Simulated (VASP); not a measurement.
# TePt (P6_3/mmc) in VASP: single point with PBEsol

Aim: the single point of TePt with PBEsol.

Program: VASP 6.6.1. These are calculated values, not measurements. Logs are shortened: lines on timing, memory, paths and dates and some standing lists are left out, and cuts for length are marked.

**1. The cell of the first run**

Symmetry: P6_3/mmc, No. 194, hexagonal system. Conventional cell: a = 4.047 Å, b = 4.047 Å, c = 5.310 Å, α = 90.00°, β = 90.00°, γ = 120.00°. Within 3.6 Å of Te (site symmetry -6m2) lie 6 Pt at 2.69 Å and 6 Te at 3.54 Å. Within 3.5 Å of Pt (site symmetry -3m) lie 2 Pt at 2.66 Å and 6 Te at 2.69 Å.

**2. Single point, PBEsol, collinear spin (18.83 Å³/atom)**

Contents of INCAR:

```
ALGO = Normal ; EDIFF = 1E-7
ENCUT = 520 ; GGA = PS
ISIF = 2 ; ISMEAR = 0
ISPIN = 2 ; LASPH = True
LCHARG = True ; LELF = True
LMAXMIX = 4 ; LORBIT = 11
LREAL = False ; LUSENCCL = False
LVHAR = True ; LWAVE = False
MAGMOM = 0 0 0.15 0.15 ; NBANDS = 28
NELM = 150 ; NUPDOWN = 0.3
PREC = Accurate ; SIGMA = 0.15
```

Contents of KPOINTS:

```
k-points
0
Gamma
  12 12 8
```

Contents of POSCAR:

```
TePt
1.0
    4.0468557559      0.0000000000      0.0000000000
   -2.0234278779      3.5046798901      0.0000000000
    0.0000000000      0.0000000000      5.3103257814
Te Pt
2 2
Direct
    0.3333333333      0.6666666667      0.2500000000
    0.6666666667      0.3333333333      0.7500000000
    0.0000000000      0.0000000000      0.0000000000
    0.0000000000      0.0000000000      0.5000000000
```

Potentials or basis: VASP PAW PBE potentials, release 64 (Te, Pt).

Launch:

```
> cat potpaw_PBE.64/Te/POTCAR potpaw_PBE.64/Pt/POTCAR > POTCAR
> mpirun -np 1 vasp_std > vasp.out
```

OUTCAR:

```text
EDIFF = 1E-7
   ENCUT = 520
   GGA = PS
   ISIF = 2
   ISMEAR = 0
   ISPIN = 2
   LASPH = True
   LORBIT = 11
   LREAL = False
   NELM = 150
   NUPDOWN = 0.3
   PREC = Accurate

 ion  position               nearest neighbor table
   1  0.333  0.667  0.250-   3 2.69   4 2.69   3 2.69   4 2.69   3 2.69   4 2.69   2 3.54   2 3.54
                             2 3.54   2 3.54   2 3.54   2 3.54
   2  0.667  0.333  0.750-   3 2.69   4 2.69   3 2.69   4 2.69   3 2.69   4 2.69   1 3.54   1 3.54
                             1 3.54   1 3.54   1 3.54   1 3.54
   3  0.000  0.000  0.000-   4 2.66   4 2.66   1 2.69   2 2.69   2 2.69   1 2.69   2 2.69   1 2.69

   4  0.000  0.000  0.500-   3 2.66   3 2.66   1 2.69   2 2.69   2 2.69   1 2.69   2 2.69   1 2.69

  LATTYP: Found a hexagonal cell.
 ALAT       =     4.0468557559
 C/A-ratio  =     1.3122102940

  Lattice vectors:

 A1 = (   4.0468557559,   0.0000000000,   0.0000000000)
 A2 = (  -2.0234278779,   3.5046798901,   0.0000000000)
 A3 = (   0.0000000000,   0.0000000000,   5.3103257814)

Analysis of symmetry for initial positions (statically):
=====================================================================
 Subroutine PRICEL returns:
 Original cell was already a primitive cell.

 Routine SETGRP: Setting up the symmetry group for a
 hexagonal supercell.

 Subroutine GETGRP returns: Found 24 space group operations
 (whereof 12 operations were pure point group operations)
 out of a pool of 24 trial point group operations.

The static configuration has the point symmetry D_3d.
 The point group associated with its full space group is D_6h.

Analysis of symmetry for dynamics (positions and initial velocities):
=====================================================================
 Subroutine PRICEL returns:
 Original cell was already a primitive cell.

 Routine SETGRP: Setting up the symmetry group for a
 hexagonal supercell.

 Subroutine GETGRP returns: Found 24 space group operations
 (whereof 12 operations were pure point group operations)
 out of a pool of 24 trial point group operations.

The dynamic configuration has the point symmetry D_3d.
 The point group associated with its full space group is D_6h.

Analysis of structural, dynamic, and magnetic symmetry:
=====================================================================
 Subroutine PRICEL returns:
 Original cell was already a primitive cell.

 Routine SETGRP: Setting up the symmetry group for a
 hexagonal supercell.

 Subroutine GETGRP returns: Found 24 space group operations
 (whereof 12 operations were pure point group operations)
 out of a pool of 24 trial point group operations.

The overall configuration has the point symmetry D_3d.
 The point group associated with its full space group is D_6h.

 Subroutine INISYM returns: Found 24 space group operations
 (whereof 12 operations are pure point group operations),
 and found     1 'primitive' translations

----------------------------------------------------------------------------------------

                                     Primitive cell

  volume of cell :      75.3160

  direct lattice vectors                    reciprocal lattice vectors
     4.046855756  0.000000000  0.000000000     0.247105422  0.142666382 -0.000000000
    -2.023427878  3.504679890  0.000000000     0.000000000  0.285332764  0.000000000
     0.000000000  0.000000000  5.310325781     0.000000000 -0.000000000  0.188312364

  length of vectors
     4.046855756  4.046855756  5.310325781     0.285332764  0.285332764  0.188312364

  position of ions in fractional coordinates (direct lattice)
     0.333333333  0.666666667  0.250000000
     0.666666667  0.333333333  0.750000000
     0.000000000  0.000000000  0.000000000
     0.000000000  0.000000000  0.500000000

  ion indices of the primitive-cell ions
   primitive index   ion index
                 1           1
                 2           2
                 3           3
                 4           4

----------------------------------------------------------------------------------------

 KPOINTS: k-points

Automatic generation of k-mesh.
 Grid dimensions read from file:
 generate k-points for:   12   12    8

 Generating k-lattice:

  Cartesian coordinates                     Fractional coordinates (reciprocal lattice)
     0.020592119  0.011888865 -0.000000000     0.083333333  0.000000000  0.000000000
     0.000000000  0.023777730  0.000000000     0.000000000  0.083333333  0.000000000
     0.000000000 -0.000000000  0.023539045     0.000000000  0.000000000  0.125000000

  Length of vectors
     0.023777730  0.023777730  0.023539045

  Shift w.r.t. Gamma in fractional coordinates (k-lattice)
     0.000000000  0.000000000  0.000000000

 Subroutine IBZKPT returns following result:
 ===========================================

 Found     95 irreducible k-points:

 Following reciprocal coordinates:
            Coordinates               Weight
  0.000000  0.000000  0.000000      1.000000
  0.083333  0.000000  0.000000      6.000000
  0.166667  0.000000  0.000000      6.000000
  0.250000  0.000000  0.000000      6.000000
  0.333333  0.000000  0.000000      6.000000
  0.416667  0.000000  0.000000      6.000000
[... 16 lines left out ...]
  0.250000  0.000000  0.125000     12.000000
  0.333333  0.000000  0.125000     12.000000
 [... further k-points ...]
   k-points           NKPTS =     95   k-points in BZ     NKDIM =     95   number of bands    NBANDS=     28
   number of dos      NEDOS =    301   number of ions     NIONS =      4
   total plane-waves  NPLWV =  36000
   dimension x,y,z NGX =    30 NGY =   30 NGZ =   40
   dimension x,y,z NGXF=    60 NGYF=   60 NGZF=   80
   ions per type =               2   2
   NGX,Y,Z   is equivalent  to a cutoff of  12.32, 12.32, 12.52 a.u.
   NGXF,Y,Z  is equivalent  to a cutoff of  24.65, 24.65, 25.04 a.u.
 SYSTEM =  unknown system
   PREC   = accura    normal or accurate (medium, high low for compatibility)
   ISTART =      0    job   : 0-new  1-cont  2-samecut
   ICHARG =      2    charge: 1-file 2-atom 10-const
   ISPIN  =      2    spin polarized calculation?
   LNONCOLLINEAR =      F non collinear calculations
   LSORBIT =      F    spin-orbit coupling
   LASPH  =      T    aspherical Exc in radial PAW
   ENCUT  =  520.0 eV  38.22 Ry    6.18 a.u.   7.52  7.52  9.87*2*pi/ulx,y,z
   NELM   =    150;   NELMIN=  2; NELMDL= -5     # of ELM steps
   EDIFF  = 0.1E-06   stopping-criterion for ELM
   LREAL  =      F    real-space projection
   EDIFFG = 0.1E-05   stopping-criterion for IOM
   NSW    =      0    number of steps for IOM
   IBRION =     -1    ionic relax: 0-MD 1-quasi-New 2-CG
   NFREE  =      0    steps in history (QN), initial steepest desc. (CG)
   ISIF   =      2    stress and relaxation
   ISYM   =      2    0-nonsym 1-usesym 2-fastsym
   POTIM  = 0.5000    time-step for ionic-motion
   TEBEG  =    0.0;   TEEND  =   0.0 temperature during run
   PSTRESS=    0.0 pullay stress
   NELECT =      32.0000    total number of electrons
   NUPDOWN=       0.3000    fix difference up-down
   EMIN   =  10.00;   EMAX   =-10.00  energy-range for DOS
   EFERMI =   0.00;   METHOD = LEGACY
   ISMEAR =     0;   SIGMA  =   0.15  broadening in eV -4-tet -1-fermi 0-gaus
   EFERMI_NEDOS =   21; number of points for ismear=-14 and -15
   IALGO  =     38    algorithm
   IMIX   =      4    mixing-type and parameters
     AMIX     =   0.40;   BMIX     =  1.00
     AMIX_MAG =   1.60;   BMIX_MAG =  1.00
  volume/ion in A,a.u.               =      18.83       127.06
  Fermi-wavevector in a.u.,A,eV,Ry     =   1.230729  2.325740 20.608659  1.514694
  Thomas-Fermi vector in A             =   2.365566
   LORBIT       =     11    0 simple, 1 ext, 2 COOP (PROOUT), +10 PAW based schemes
   GGA     = PS    functional components
   LHFCALC =     F    Hartree Fock is set to
   AEXX    =    0.0000 exact exchange contribution
   IVDW    =     0    specifies the selected vdW correction
   LEPSILON=     F    determine dielectric tensor
   LRPA    =     F    only Hartree local field effects (RPA)
 spin polarized calculation
 Gauss-broadening in eV      SIGMA  =   0.15
  energy-cutoff  :      520.00
  volume of cell :       75.32
 maximum number of plane-waves:      2048
   NGX = 15   NGY = 15   NGZ = 19

 number of electron      31.9999998 magnetization       0.3000000

 Free energy of the ion-electron system (eV)
  ---------------------------------------------------
  ext. energy  EPLUGINS =         0.00000000
  ---------------------------------------------------
  free energy    TOTEN  =       -21.15087962 eV

  energy without entropy =      -21.13002169  energy(sigma->0) =      -21.14045066

 E-fermi :  11.6658     XC(G=0): -12.0225

 val. band max:       11.8784073985   @ k =   0.4167   0.1667   0.2500
 cond. band min:      11.6785019010   @ k =   0.3333   0.0000   0.5000
 fundamental gap:     -0.1999054975
 Fermi energy:        11.9139369712

 spin component 1

 k-point     1 :       0.0000    0.0000    0.0000
  band No.  band energies     occupation
      1      -3.6208      1.00000
      2      -0.0555      1.00000
      3       3.2756      1.00000
      4       4.4230      1.00000
      5       4.4230      1.00000
      6       4.9947      1.00000
[... 733 lines left out ...]
     27      22.9463      0.00000
     28      23.1453      0.00000

 [... further k-points ...]

 spin component 2

 k-point     1 :       0.0000    0.0000    0.0000
  band No.  band energies     occupation
      1      -3.5743      1.00000
      2      -0.0066      1.00000
      3       3.3210      1.00000
      4       4.4711      1.00000
      5       4.4711      1.00000
      6       5.0456      1.00000
[... 733 lines left out ...]
     27      22.9833      0.00000
     28      23.1890      0.00000

 [... further k-points ...]

------------------------ aborting loop because EDIFF is reached ----------------------------------------

  FORCE on cell =-STRESS in cart. coord.  units (eV):
  Direction    XX          YY          ZZ          XY          YZ          ZX
  --------------------------------------------------------------------------------------
  -------------------------------------------------------------------------------------
  Total       11.1382807     11.1382807     11.9769080      0.0000000      0.0000000      0.0000000
  in kB      236.9416973    236.9416973    254.7815940      0.0000000      0.0000000      0.0000000
  external PRESSURE =     242.8883295 kB  Pullay stress =       0.0000000 kB

 VOLUME and BASIS-vectors are now :
 -----------------------------------------------------------------------------
  energy-cutoff  :      520.00
  volume of cell :       75.32
      direct lattice vectors                 reciprocal lattice vectors
     4.046855756  0.000000000  0.000000000     0.247105422  0.142666382 -0.000000000
    -2.023427878  3.504679890  0.000000000     0.000000000  0.285332764  0.000000000
     0.000000000  0.000000000  5.310325781     0.000000000 -0.000000000  0.188312364

 POSITION                                       TOTAL-FORCE (eV/Angst)
 -----------------------------------------------------------------------------------
     -0.00000      2.33645      1.32758         0.000000      0.000000      0.000000
      2.02343      1.16823      3.98274        -0.000000     -0.000000      0.000000
      0.00000      0.00000      0.00000        -0.000000      0.000000      0.000000
      0.00000      0.00000      2.65516        -0.000000      0.000000      0.000000
 -----------------------------------------------------------------------------------
    total drift:                               -0.000000      0.000000      0.000000

  FREE ENERGIE OF THE ION-ELECTRON SYSTEM (eV)
  ---------------------------------------------------
  free  energy   TOTEN  =       -21.1508796217 eV

  energy  without entropy=      -21.1300216938  energy(sigma->0) =      -21.14045066

 total charge

# of ion       s       p       d       tot
------------------------------------------
    1        1.410   1.850   0.140   3.400
    2        1.410   1.850   0.140   3.400
    3        0.684   0.661   8.317   9.662
    4        0.684   0.661   8.317   9.662
--------------------------------------------------
tot          4.189   5.023  16.913  26.125

 magnetization (x)

# of ion       s       p       d       tot
------------------------------------------
    1        0.009   0.034   0.002   0.046
    2        0.009   0.034   0.002   0.046
    3        0.004   0.011   0.060   0.075
    4        0.004   0.011   0.060   0.075
--------------------------------------------------
tot          0.026   0.089   0.126   0.242
```

It took 6.7 min on 1 × NVIDIA H100 80GB with 1 thread of Intel Xeon Platinum 8481C at 2.70GHz (Sapphire Rapids), shared host; peak memory 1.4 GiB.

Results:

* Free energy: -21.1509 eV
* Pressure: 24.3 GPa
* Net moment: 0.30 μB per cell
* Site moments: Te +0.05; Pt +0.07 μB
* Valence electrons inside the program's atomic spheres: Te 3.40; Pt 9.66

Stress tensor (GPa, compression positive):
```
23.69  0.00  0.00
 0.00 23.69  0.00
 0.00  0.00 25.48
```

Caveat: the cell stands under pressure; the PAW data sets were made with another functional, which shifts forces and pressure a little; spin-orbit coupling is left out, which moves the levels of the heavy elements; the total moment is fixed, so each spin has its own Fermi level and the state may be an excited one.
